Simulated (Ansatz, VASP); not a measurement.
## Fe in VASP and in Ansatz

```xyz
1
Lattice="0.0000 1.8258 1.8258 1.8258 0.0000 1.8258 1.8258 1.8258 0.0000" Properties=species:S:1:pos:R:3 pbc="T T T"
Fe    0.0000    0.0000    0.0000
```

Alike in both runs: task relaxation of cell and atoms; functional PBE; k mesh 20 × 20 × 20; occupations gaussian, width 0.1 eV; collinear spin.

|  | VASP | Ansatz |
| --- | --- | --- |
| version | VASP 6.6.1 | Ansatz 0.2.0 |
| potentials or method | VASP PAW PBE potentials, release 64 (Fe), cutoff 600 eV | scalar-relativistic, plane waves, PAW |
| valence electrons in the cell | 8 | 16 |

VASP gave:

| Property | Result |
| --- | --- |
| gap on the k mesh at the Fermi level, each at its own relaxed structure (eV) | none |
| net moment per atom (μB) | 2.60 |
| size of the moment on the site where the two differ most (μB) | 2.60 |
| relaxed volume (Å³/atom) | 12.04 |
| relaxed length of the cell vector where the two differ most in proportion (Å) | 2.573 |

Q: Which values does Ansatz return?

A: gap on the k mesh at the Fermi level, each at its own relaxed structure (eV): none; net moment per atom (μB): 2.60; size of the moment on the site where the two differ most (μB): 2.65; relaxed volume (Å³/atom): 12.06; relaxed length of the cell vector where the two differ most in proportion (Å): 2.574.

Site moments also hang on the region over which each program counts them. A gap of «none» marks a metal or a gap that the smearing closes. VASP's potentials hold 8 valence electrons a cell and Ansatz's 16, so a difference there can come from the potentials and not from the codes.
